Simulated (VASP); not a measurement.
Wanted: the native input for a VASP 6.6.1 run.

| Quantity | Value |
| --- | --- |
| Task | relaxation of cell and atoms |
| Functional | LDA |
| Potentials or basis | VASP PAW LDA potentials, release 64 (Si, O) |
| Cutoff | 600 eV |
| k mesh | 4 × 4 × 6 |
| Occupations | gaussian, width 0.1 eV |
| Spin | no spin polarisation |
| Dipole correction | no |
| Further INCAR settings | ALGO = Normal; EDIFF = 1e-06; IBRION = 2; EDIFFG = -0.05; NSW = 80; ISIF = 3 |

The structure of SiO2 lies in POSCAR:

```
SiO2
1.0
    4.4130595769      0.0000000000      0.0000000000
    0.0000000000      4.4158403681      0.0000000000
    0.0000000000      0.0000000000      2.9817700059
Si O
2 4
Direct
    0.5000000000      0.5000000000      0.5000000000
    0.0000000000      0.0000000000      0.0000000000
    0.3055669690      0.3065721193      0.0000000000
    0.8055669690      0.1934278807      0.5000000000
    0.1944330310      0.8065721193      0.5000000000
    0.6944330310      0.6934278807      0.0000000000
```

The input as run:

INCAR

```
SYSTEM = SiO2
PREC     = Accurate       ! precision mode
ENCUT    = 600            ! plane-wave cutoff, eV
EDIFF    = 1E-6           ! SCF threshold, eV
ISMEAR   = 0              ! smearing method
SIGMA    = 0.1            ! smearing width, eV
LREAL    = .FALSE.        ! projectors in reciprocal space
LASPH    = .TRUE.         ! aspherical terms in the spheres
NELM     = 80             ! most SCF steps
ALGO     = Normal         ! electronic algorithm
ISIF     = 3              ! what is computed and relaxed
LWAVE    = .FALSE.        ! write WAVECAR
LCHARG   = .FALSE.        ! write CHGCAR
GGA      = CA             ! functional
IBRION   = 2              ! ionic algorithm
NSW      = 80             ! ionic steps
EDIFFG   = -0.05          ! ionic threshold
```

KPOINTS

```
Automatic mesh
0
G
  4 4 6
  0 0 0
```

Potentials or basis: VASP PAW LDA potentials, release 64 (Si, O).

Run with:

```sh
$ cat potpaw_LDA.64/Si/POTCAR potpaw_LDA.64/O/POTCAR > POTCAR
$ mpirun -np 1 vasp_std > vasp.out
```

Results of the run:

* Relaxed volume: 7.66 Å³/atom
* Relaxed cell: a = 4.148 Å, b = 4.151 Å, c = 2.668 Å, α = 90.00°, β = 90.00°, γ = 90.00°
* Space group after relaxing (to 0.05 Å): P4_2/mnm (No. 136)
* Energy gained by relaxing: 404.9 meV/atom
* Ionic steps: 7
* Pressure after relaxing: 0.3 GPa
* Largest force after relaxing: 0.018 eV/Å
* Band gap on the k mesh: 5.80 eV, direct

Caveat: the volume moved by over 15 % at a fixed basis, so the end points are rough; the relaxation stopped at a loose force limit of 0.05 eV/Å, so its end isn't a converged minimum.

Wall time 98 s on 1 thread of AMD EPYC 9R45 96-Core Processor (Zen 5), with other jobs on the host, peak memory 0.15 GiB.
